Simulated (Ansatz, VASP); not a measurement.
**Ti2Al in VASP and in Ansatz**

```xyz
3
Lattice="2.7862 0.0000 0.0000 0.0000 2.7862 0.0000 0.0000 0.0000 6.7442" Properties=species:S:1:pos:R:3 pbc="T T T"
Ti    1.3931    1.3931    1.9480
Ti    1.3931    1.3931    4.7962
Al    0.0000    0.0000    0.0000
```

Change from the starting cell: species swapped into the FeSi2 type (P4/mmm, No. 123).

Alike in both runs: functional PBE; k mesh 6 × 6 × 4; occupations gaussian, width 0.1 eV; no spin polarisation.

Ansatz relaxed the structure, and its values are those at the end. VASP's run is a single point on that final structure, the one shown.

|  | VASP | Ansatz |
| --- | --- | --- |
| version | VASP 6.6.1 | Ansatz 0.2.0 |
| potentials or method | VASP PAW PBE potentials, release 64 (Ti_sv, Al), cutoff 520 eV | scalar-relativistic, plane waves, PAW |
| valence electrons in the cell | 27 | 27 |

|  | VASP | Ansatz | Ansatz less VASP |
| --- | --- | --- | --- |
| gap on the k mesh at the Fermi level (eV) | none | none | - |
| pressure (GPa) | -0.1 | -0.1 | +0.07 |
| rms of the force components (eV/Å) | 0.016 | 0.013 | -0.0037 |

A gap of «none» marks a metal or a gap that the smearing closes. With one functional, cell and mesh, what is left measures potentials, basis and numerics.

The k mesh is coarse, so the values compare programs but aren't converged.
